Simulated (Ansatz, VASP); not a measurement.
# Cl in VASP and in Ansatz

```
CELL_PARAMETERS angstrom
2.78632 0.00000 0.00000
0.00000 2.78632 0.00000
0.00000 0.00000 2.78632
ATOMIC_POSITIONS crystal
Cl 0.00000 0.00000 0.00000
```

Alike in both runs: functional PBEsol; k mesh 15 × 15 × 15; occupations fermi-dirac, width 0.08 eV; no spin polarisation.

Ansatz relaxed the structure, and its values are those at the end. VASP's run is a single point on that final structure, the one shown.

```csv
,VASP,Ansatz
version,VASP 6.6.1,Ansatz 0.2.0
potentials or method,"VASP PAW PBE potentials, release 64 (Cl)","PAW with Ansatz's default frozen-core files, scalar-relativistic"
plane-wave cutoff (eV),520,420
valence electrons in the cell,7,7
```

|  | VASP | Ansatz | Ansatz less VASP |
| --- | --- | --- | --- |
| pressure (GPa) | 0.0 | 0.0 | +0.04 |

VASP's potentials were made for PBE, not for PBEsol.
